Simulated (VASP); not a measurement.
Wanted: the native input for a VASP 6.6.1 run.

```yaml
Task: single point
Functional: PBEsol
Potentials_or_basis: VASP PAW PBE potentials, release 64 (Al, In_d, As)
Cutoff: 520 eV
k_mesh: 6 × 6 × 6
Occupations: gaussian, width 0.1 eV
Spin: no spin polarisation
Dipole_correction: no
Further_INCAR_settings: LREAL = Auto; ALGO = Normal; EDIFF = 1e-07; NBANDS = 81
```

The structure of AlIn7As8 lies in POSCAR:

```
AlIn7As8
1.0
   -6.0337762386      0.0000000000      6.0337762386
   -6.0337762386     -6.0337762386      0.0000000000
    0.0000000000     -6.0337762386      6.0337762386
Al In As
1 7 8
Direct
    0.0000000000      0.5000000000      0.0000000000
    0.0006934372     -0.0006934372      0.0006934372
    0.0006934372      0.5006934372      0.4993065628
    0.0006934372     -0.0006934372      0.4993065628
    0.4993065628      0.5006934372      0.0006934372
    0.4993065628     -0.0006934372      0.0006934372
    0.4993065628      0.5006934372      0.4993065628
    0.5000000000      0.0000000000      0.5000000000
    0.1198859341      0.1403421976      0.1198859341
    0.1198859341      0.6198859341      0.1198859341
    0.1249659390      0.1250113537      0.6250113537
    0.1198859341      0.6198859341      0.6403421976
    0.6250113537      0.1250113537      0.1249659390
    0.6403421976      0.6198859341      0.1198859341
    0.6250113537      0.1250113537      0.6250113537
    0.6250113537      0.6249659390      0.6250113537
```

One way to write it, as run:

INCAR

```
SYSTEM = AlIn7As8
PREC = Accurate
ENCUT = 520
EDIFF = 1E-7
ISMEAR = 0
SIGMA = 0.1
LREAL = Auto
LASPH = .True.
NELM = 100
ALGO = Normal
ISIF = 2
LWAVE = .False.
LCHARG = .False.
GGA = PS
NBANDS = 81
```

KPOINTS

```
Automatic mesh
0
Gamma
  6 6 6
  0 0 0
```

Potentials or basis: VASP PAW PBE potentials, release 64 (Al, In_d, As).

Launch:

```bash
$ cat potpaw_PBE.64/Al/POTCAR potpaw_PBE.64/In_d/POTCAR potpaw_PBE.64/As/POTCAR > POTCAR
$ mpirun -np 1 vasp_std > vasp.out
```

It gave:

- Pressure: 0.1 GPa
- Largest force: 0.023 eV/Å
- Band gap on the k mesh: zero (filled and empty bands touch)

Caveat: the PAW data sets were made with another functional, which shifts forces and pressure a little; spin-orbit coupling is left out, which moves the levels of the heavy elements.

Wall time 9.3 min on 1 thread of Intel(R) Xeon(R) 6975P-C (Granite Rapids), on a shared host, peak memory 0.76 GiB.
